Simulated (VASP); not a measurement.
# ZrS2 (P-3m1) in VASP: single point with HSE06

Aim: the single point of ZrS2 with HSE06.

Program: VASP 6.6.1. These are calculated values, not measurements. Logs are shortened: lines on timing, memory, paths and dates and some standing lists are left out, and cuts for length are marked.

### 1 The cell of the first run

It takes space group P-3m1 (No. 164, trigonal). Conventional cell: a = 3.674 Å, b = 3.674 Å, c = 5.798 Å, α = 90.00°, β = 90.00°, γ = 120.00°. Zr (site symmetry -3m) has 6 S at 2.56 Å within 3.4 Å. S (site symmetry 3m) has 3 Zr at 2.56 Å within 3.4 Å.

### 2 Single point, HSE06 (uniaxial z strain -1.0%)

Contents of POSCAR:

```
ZrS2
1.0
    3.6743990850      0.0000000000      0.0000000000
   -1.8371995425      3.1821229513      0.0000000000
    0.0000000000      0.0000000000      5.7982877114
Zr S
1 2
Direct
    0.0000000000      0.0000000000      0.0000000000
    0.3333333333      0.6666666667      0.2484008736
    0.6666666667      0.3333333333      0.7515991264
```

Contents of INCAR.step1:

```
SYSTEM = ZrS2
ALGO = Normal
EDIFF = 1E-5
ENCUT = 400
GGA = PE
GGA_COMPAT = .False.
ISIF = 2
ISMEAR = 0
LASPH = .True.
LCHARG = .False.
LREAL = .False.
LWAVE = .True.
NBANDS = 19
NELM = 120
PREC = Accurate
SIGMA = 0.01
```

Contents of INCAR.step2:

```
SYSTEM = ZrS2
ALGO = Normal
EDIFF = 1E-6
ENCUT = 400
GGA = PE
GGA_COMPAT = .False.
HFSCREEN = 0.2079
ISIF = 2
ISMEAR = 0
ISTART = 1
LASPH = .True.
LCHARG = .False.
LHFCALC = .True.
LREAL = .False.
LWAVE = .False.
NBANDS = 19
NELM = 120
PREC = Accurate
PRECFOCK = Normal
SIGMA = 0.01
```

Contents of KPOINTS:

```
k-points
0
Gamma
  6 6 4
  0 0 0
```

Potentials or basis: VASP PAW PBE potentials, release 64 (Zr_sv, S).

Launch:

```sh
cat potpaw_PBE.64/Zr_sv/POTCAR potpaw_PBE.64/S/POTCAR > POTCAR
cp INCAR.step1 INCAR
mpirun -np 1 vasp_std > vasp.out
cp INCAR.step2 INCAR
mpirun -np 1 vasp_std > vasp.out
```

OUTCAR:

```text
SYSTEM = ZrS2
   EDIFF = 1E-6
   ENCUT = 400
   GGA = PE
   HFSCREEN = 0.2079
   ISIF = 2
   ISMEAR = 0
   ISTART = 1
   LASPH = .True.
   LHFCALC = .True.
   LREAL = .False.
   NELM = 120
   PREC = Accurate
   PRECFOCK = Normal

 ion  position               nearest neighbor table
   1  0.000  0.000  0.000-   2 2.56   3 2.56   3 2.56   2 2.56   3 2.56   2 2.56
   2  0.333  0.667  0.248-   1 2.56   1 2.56   1 2.56
   3  0.667  0.333  0.752-   1 2.56   1 2.56   1 2.56

  LATTYP: Found a hexagonal cell.
 ALAT       =     3.6743990850
 C/A-ratio  =     1.5780233930

  Lattice vectors:

 A1 = (   3.6743990850,   0.0000000000,   0.0000000000)
 A2 = (  -1.8371995425,   3.1821229513,   0.0000000000)
 A3 = (   0.0000000000,   0.0000000000,   5.7982877114)

Analysis of symmetry for initial positions (statically):
=====================================================================
 Subroutine PRICEL returns:
 Original cell was already a primitive cell.

 Routine SETGRP: Setting up the symmetry group for a
 hexagonal supercell.

 Subroutine GETGRP returns: Found 12 space group operations
 (whereof 12 operations were pure point group operations)
 out of a pool of 24 trial point group operations.

The static configuration has the point symmetry D_3d.

Analysis of symmetry for dynamics (positions and initial velocities):
=====================================================================
 Subroutine PRICEL returns:
 Original cell was already a primitive cell.

 Routine SETGRP: Setting up the symmetry group for a
 hexagonal supercell.

 Subroutine GETGRP returns: Found 12 space group operations
 (whereof 12 operations were pure point group operations)
 out of a pool of 24 trial point group operations.

The dynamic configuration has the point symmetry D_3d.

 Subroutine INISYM returns: Found 12 space group operations
 (whereof 12 operations are pure point group operations),
 and found     1 'primitive' translations

----------------------------------------------------------------------------------------

                                     Primitive cell

  volume of cell :      67.7958

  direct lattice vectors                    reciprocal lattice vectors
     3.674399085  0.000000000  0.000000000     0.272153344  0.157127807  0.000000000
    -1.837199543  3.182122951  0.000000000     0.000000000  0.314255613  0.000000000
     0.000000000  0.000000000  5.798287711     0.000000000  0.000000000  0.172464709

  length of vectors
     3.674399085  3.674399085  5.798287711     0.314255613  0.314255613  0.172464709

  position of ions in fractional coordinates (direct lattice)
     0.000000000  0.000000000  0.000000000
     0.333333333  0.666666667  0.248400874
     0.666666667  0.333333333  0.751599126

  ion indices of the primitive-cell ions
   primitive index   ion index
                 1           1
                 2           2
                 3           3

----------------------------------------------------------------------------------------

 KPOINTS: k-points

Automatic generation of k-mesh.
 Grid dimensions read from file:
 generate k-points for:    6    6    4

 Generating k-lattice:

  Cartesian coordinates                     Fractional coordinates (reciprocal lattice)
     0.045358891  0.026187968  0.000000000     0.166666667  0.000000000  0.000000000
     0.000000000  0.052375936  0.000000000     0.000000000  0.166666667  0.000000000
     0.000000000  0.000000000  0.043116177     0.000000000  0.000000000  0.250000000

  Length of vectors
     0.052375936  0.052375936  0.043116177

  Shift w.r.t. Gamma in fractional coordinates (k-lattice)
     0.000000000  0.000000000  0.000000000

 Subroutine IBZKPT returns following result:
 ===========================================

 Found     24 irreducible k-points:

 Following reciprocal coordinates:
            Coordinates               Weight
  0.000000  0.000000  0.000000      1.000000
  0.166667 -0.000000  0.000000      6.000000
  0.333333  0.000000  0.000000      6.000000
  0.500000 -0.000000  0.000000      3.000000
  0.166667  0.166667  0.000000      6.000000
  0.333333  0.166667  0.000000     12.000000
[... 16 lines left out ...]
  0.333333  0.166667  0.500000     12.000000
  0.333333  0.333333  0.500000      2.000000
   k-points           NKPTS =     24   k-points in BZ     NKDIM =    144   number of bands    NBANDS=     19
   number of dos      NEDOS =    301   number of ions     NIONS =      3
   total plane-waves  NPLWV =  23040
   dimension x,y,z NGX =    24 NGY =   24 NGZ =   40
   dimension x,y,z NGXF=    48 NGYF=   48 NGZF=   80
   ions per type =               1   2
   NGX,Y,Z   is equivalent  to a cutoff of  10.86, 10.86, 11.47 a.u.
   NGXF,Y,Z  is equivalent  to a cutoff of  21.72, 21.72, 22.94 a.u.
 SYSTEM =  ZrS2
   PREC   = accura    normal or accurate (medium, high low for compatibility)
   ISTART =      1    job   : 0-new  1-cont  2-samecut
   ICHARG =      0    charge: 1-file 2-atom 10-const
   ISPIN  =      1    spin polarized calculation?
   LNONCOLLINEAR =      F non collinear calculations
   LSORBIT =      F    spin-orbit coupling
   LASPH  =      T    aspherical Exc in radial PAW
   ENCUT  =  400.0 eV  29.40 Ry    5.42 a.u.   5.99  5.99  9.46*2*pi/ulx,y,z
   NELM   =    120;   NELMIN=  2; NELMDL=  0     # of ELM steps
   EDIFF  = 0.1E-05   stopping-criterion for ELM
   LREAL  =      F    real-space projection
   EDIFFG = 0.1E-04   stopping-criterion for IOM
   NSW    =      0    number of steps for IOM
   IBRION =     -1    ionic relax: 0-MD 1-quasi-New 2-CG
   NFREE  =      0    steps in history (QN), initial steepest desc. (CG)
   ISIF   =      2    stress and relaxation
   ISYM   =      3    0-nonsym 1-usesym 2-fastsym
   POTIM  = 0.5000    time-step for ionic-motion
   TEBEG  =    0.0;   TEEND  =   0.0 temperature during run
   PSTRESS=    0.0 pullay stress
   NELECT =      24.0000    total number of electrons
   NUPDOWN=      -1.0000    fix difference up-down
   EMIN   =  10.00;   EMAX   =-10.00  energy-range for DOS
   EFERMI =   0.00;   METHOD = LEGACY
   ISMEAR =     0;   SIGMA  =   0.01  broadening in eV -4-tet -1-fermi 0-gaus
   EFERMI_NEDOS =   21; number of points for ismear=-14 and -15
   IALGO  =     38    algorithm
   IMIX   =      1    mixing-type and parameters
     AMIX     =   0.40;   BMIX     =  1.00
     AMIX_MAG =   1.60;   BMIX_MAG =  1.00
  volume/ion in A,a.u.               =      22.60       152.50
  Fermi-wavevector in a.u.,A,eV,Ry     =   1.158095  2.188482 18.247920  1.341184
  Thomas-Fermi vector in A             =   2.294701
   LORBIT       =      0    0 simple, 1 ext, 2 COOP (PROOUT), +10 PAW based schemes
   GGA     = PE    functional components
   LHFCALC =     T    Hartree Fock is set to
   PRECFOCK=normal    Normal, Fast or Accurate (Low or Medium for compatibility)
   ENCUT4O =  -1.0   cutoff for four orbital integrals eV
   NKREDX  =     1    reduce k-point grid by
   NKREDY  =     1    reduce k-point grid by
   NKREDZ  =     1    reduce k-point grid by
   AEXX    =    0.2500 exact exchange contribution
   HFSCREEN=    0.2079 screening length (either q_TF or 0.3 A-1)
   HFSCREENC=   0.2079 screening length for correlation (either q_TF or 0.3 A-1)
   ENCUTFOCK=  -1.0 apply spherical cutoff to Coloumb kernel
   IVDW    =     0    specifies the selected vdW correction
   LEPSILON=     F    determine dielectric tensor
   LRPA    =     F    only Hartree local field effects (RPA)
 non-spin polarized calculation
 Gauss-broadening in eV      SIGMA  =   0.01
  energy-cutoff  :      400.00
  volume of cell :       67.80
 maximum number of plane-waves:      1251
  NGX = 18; NGY = 18; NGZ = 30

 number of electron      24.0000004 magnetization

 Free energy of the ion-electron system (eV)
  ---------------------------------------------------
  ext. energy  EPLUGINS =         0.00000000
  ---------------------------------------------------
  free energy    TOTEN  =       -25.41053883 eV

  energy without entropy =      -25.41053883  energy(sigma->0) =      -25.41053883

 E-fermi :   4.4096     XC(G=0):  -7.9924

 val. band max:        4.3167776999   @ k =   0.0000   0.0000   0.0000
 cond. band min:       5.9335670134   @ k =   0.5000  -0.0000   0.5000
 fundamental gap:      1.6167893135
 Fermi energy:         4.4095692227

 k-point     1 :       0.0000    0.0000    0.0000
  band No.  band energies     occupation
      1     -48.2249      2.00000
      2     -24.9007      2.00000
      3     -24.7182      2.00000
      4     -24.7182      2.00000
      5      -9.9069      2.00000
      6      -8.1865      2.00000
[... 11 lines left out ...]
     18      10.8345      0.00000
     19      11.1053      0.00000

 k-point     2 :       0.1667   -0.0000    0.0000
  band No.  band energies     occupation
      1     -48.2195      2.00000
      2     -24.8843      2.00000
      3     -24.7968      2.00000
      4     -24.7351      2.00000
      5      -9.6000      2.00000
      6      -8.2721      2.00000
[... 11 lines left out ...]
     18      12.1447      0.00000
     19      12.6869      0.00000

 k-point     3 :       0.3333    0.0000    0.0000
  band No.  band energies     occupation
      1     -48.2088      2.00000
      2     -24.9512      2.00000
      3     -24.8503      2.00000
      4     -24.7687      2.00000
      5      -8.9564      2.00000
      6      -8.3976      2.00000
[... 11 lines left out ...]
     18      12.7877      0.00000
     19      13.5837      0.00000

 k-point     4 :       0.5000   -0.0000    0.0000
  band No.  band energies     occupation
      1     -48.2034      2.00000
      2     -25.0260      2.00000
      3     -24.8337      2.00000
      4     -24.7852      2.00000
      5      -8.7469      2.00000
      6      -8.2894      2.00000
[... 11 lines left out ...]
     18      11.9002      0.00000
     19      13.4980      0.00000

 k-point     5 :       0.1667    0.1667    0.0000
  band No.  band energies     occupation
      1     -48.2115      2.00000
      2     -24.8976      2.00000
      3     -24.8598      2.00000
      4     -24.7754      2.00000
      5      -9.1043      2.00000
      6      -8.3911      2.00000
[... 11 lines left out ...]
     18      13.6898      0.00000
     19      14.1340      0.00000

 k-point     6 :       0.3333    0.1667    0.0000
  band No.  band energies     occupation
      1     -48.2034      2.00000
      2     -24.9859      2.00000
      3     -24.8358      2.00000
      4     -24.8253      2.00000
      5      -8.6414      2.00000
      6      -8.3988      2.00000
[... 11 lines left out ...]
     18      13.1450      0.00000
     19      13.6715      0.00000

 k-point     7 :       0.3333    0.3333    0.0000
  band No.  band energies     occupation
      1     -48.2007      2.00000
      2     -24.9299      2.00000
      3     -24.9299      2.00000
      4     -24.8264      2.00000
      5      -8.4342      2.00000
      6      -8.4342      2.00000
[... 11 lines left out ...]
     18      13.0628      0.00000
     19      15.1202      0.00000

 k-point     8 :       0.0000    0.0000    0.2500
  band No.  band energies     occupation
      1     -48.2249      2.00000
      2     -24.9010      2.00000
      3     -24.7182      2.00000
      4     -24.7182      2.00000
      5      -9.7704      2.00000
      6      -8.4098      2.00000
[... 256 lines left out ...]
 k-point    20 :       0.3333    0.0000    0.5000
  band No.  band energies     occupation
      1     -48.2088      2.00000
      2     -24.9510      2.00000
      3     -24.8505      2.00000
      4     -24.7688      2.00000
      5      -8.8665      2.00000
      6      -8.4876      2.00000
[... 11 lines left out ...]
     18      11.9074      0.00000
     19      13.0082      0.00000

 k-point    21 :       0.5000   -0.0000    0.5000
  band No.  band energies     occupation
      1     -48.2034      2.00000
      2     -25.0257      2.00000
      3     -24.8338      2.00000
      4     -24.7854      2.00000
      5      -8.8602      2.00000
      6      -8.1414      2.00000
[... 11 lines left out ...]
     18      11.7532      0.00000
     19      12.6447      0.00000

 k-point    22 :       0.1667    0.1667    0.5000
  band No.  band energies     occupation
      1     -48.2115      2.00000
      2     -24.8975      2.00000
      3     -24.8601      2.00000
      4     -24.7754      2.00000
      5      -8.8322      2.00000
      6      -8.6903      2.00000
[... 11 lines left out ...]
     18      13.7637      0.00000
     19      13.7657      0.00000

 k-point    23 :       0.3333    0.1667    0.5000
  band No.  band energies     occupation
      1     -48.2034      2.00000
      2     -24.9856      2.00000
      3     -24.8360      2.00000
      4     -24.8253      2.00000
      5      -8.7125      2.00000
      6      -8.3159      2.00000
[... 11 lines left out ...]
     18      12.3350      0.00000
     19      13.3503      0.00000

 k-point    24 :       0.3333    0.3333    0.5000
  band No.  band energies     occupation
      1     -48.2007      2.00000
      2     -24.9297      2.00000
      3     -24.9297      2.00000
      4     -24.8266      2.00000
      5      -8.4388      2.00000
      6      -8.4388      2.00000
[... 11 lines left out ...]
     18      13.4360      0.00000
     19      13.9917      0.00000

------------------------ aborting loop because EDIFF is reached ----------------------------------------

  FORCE on cell =-STRESS in cart. coord.  units (eV):
  Direction    XX          YY          ZZ          XY          YZ          ZX
  --------------------------------------------------------------------------------------
  -------------------------------------------------------------------------------------
  Total       -0.0681205     -0.0681205      0.3542758      0.0000000      0.0000000      0.0000000
  in kB       -1.6098505     -1.6098505      8.3723811      0.0000000      0.0000000      0.0000000
  external PRESSURE =       1.7175600 kB  Pullay stress =       0.0000000 kB

 VOLUME and BASIS-vectors are now :
 -----------------------------------------------------------------------------
  energy-cutoff  :      400.00
  volume of cell :       67.80
      direct lattice vectors                 reciprocal lattice vectors
     3.674399085  0.000000000  0.000000000     0.272153344  0.157127807  0.000000000
    -1.837199543  3.182122951  0.000000000     0.000000000  0.314255613  0.000000000
     0.000000000  0.000000000  5.798287711     0.000000000  0.000000000  0.172464709

 POSITION                                       TOTAL-FORCE (eV/Angst)
 -----------------------------------------------------------------------------------
      0.00000      0.00000      0.00000         0.000000      0.000000      0.000000
     -0.00000      2.12142      1.44030        -0.000000     -0.000000     -0.183561
      1.83720      1.06071      4.35799        -0.000000      0.000000      0.183561
 -----------------------------------------------------------------------------------
    total drift:                                0.000000      0.000000      0.000001

  FREE ENERGIE OF THE ION-ELECTRON SYSTEM (eV)
  ---------------------------------------------------
  free  energy   TOTEN  =       -25.4105388314 eV

  energy  without entropy=      -25.4105388314  energy(sigma->0) =      -25.41053883
```

It took 26 min on 1 thread of Intel Xeon 6975P-C (Granite Rapids), shared host; peak memory 0.27 GiB.

Results:

```yaml
Free_energy: -25.4105 eV
Pressure: 0.2 GPa
Largest_force: 0.184 eV/Å
Band_gap_on_the_k_mesh: 1.62 eV (least direct gap 2.32 eV)
```

Forces on the atoms (eV/Å):
```
Zr   0.000  0.000  0.000
S    0.000  0.000 -0.184
S    0.000  0.000  0.184
```

Stress tensor (GPa, compression positive):
```
-0.16  0.00  0.00
 0.00 -0.16  0.00
 0.00  0.00  0.84
```

Caveat: the cell differs from its parent crystal (uniaxial z strain -1.0%); the PAW data sets were made with another functional, which shifts forces and pressure a little; this functional lacks dispersion, which binds layers or chains, so the pressure and a relaxed spacing across them are unreliable. A k mesh can miss the band edges.
